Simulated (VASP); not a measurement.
Crystal: SrTi2O4.

```xyz
7
Lattice="-2.9875 2.9875 2.3969 2.9875 -2.9875 2.3969 2.9875 2.9875 -2.3969" Properties=species:S:1:pos:R:3 pbc="T T T"
Sr    0.0000    0.0000    0.0000
Ti    0.0000    2.9875    1.1985
Ti    2.9875    0.0000    1.1985
O     1.8108    1.8108    0.0000
O     1.1767    1.1767    2.3969
O     1.1767   -1.1767    2.3969
O    -1.1767    1.1767    2.3969
```

The cell was generated, and may not be a known phase.

- Program: VASP 6.6.1
- Task: relaxation of cell and atoms
- Functional: PBE
- Potentials or basis: VASP PAW PBE potentials, release 64 (Sr_sv, Ti_sv, O)
- Cutoff: 600 eV
- k mesh: 3 × 3 × 3
- Occupations: gaussian, width 0.15 eV
- Spin: collinear spin
- Starting moments: [0.0, 1.0, 1.0, 0.0, 0.0, 0.0, 0.0] μB

At the start: pressure -10.8 GPa; volume 12.22 Å³/atom.

Q: How do energy, volume and symmetry change on relaxing?

A: Over 7 steps the energy falls by 244.4 meV/atom and the volume is 11.57 Å³/atom (-5.4 %); space group I4/mmm (No. 139, to 0.1 Å) before and after; moment 0.00 μB per cell.

The path:
```
step  energy change (eV)  largest force (eV/Å)  pressure (GPa)  volume (Å³)
   1              0.0000                2.0626          -10.79        85.57
   2             -1.4060                0.9992            9.71        75.41
   3             -1.4375                1.2502            6.19        76.50
   4             -1.6945                0.0144            2.65        79.66
   5             -1.6961                0.1204            2.44        79.94
   6             -1.6992                0.1545           -2.10        81.94
   7             -1.7107                0.0311           -0.05        80.99
```

Final structure:
```yaml
crystal:
  lattice:
    - [-2.83071, 2.83071, 2.52673]
    - [2.83071, -2.83071, 2.52673]
    - [2.83071, 2.83071, -2.52673]
  atoms:
    - { symbol: Sr, position: [0.00000, 0.00000, 0.00000] }
    - { symbol: Ti, position: [0.75000, 0.25000, 0.50000] }
    - { symbol: Ti, position: [0.25000, 0.75000, 0.50000] }
    - { symbol: O, position: [0.28272, 0.28272, 0.56544] }
    - { symbol: O, position: [0.71728, 0.71728, 0.43456] }
    - { symbol: O, position: [0.28272, 0.71728, 0.00000] }
    - { symbol: O, position: [0.71728, 0.28272, 0.00000] }
```

Caveat: the k points lie up to 0.56 Å⁻¹ apart in the final cell.
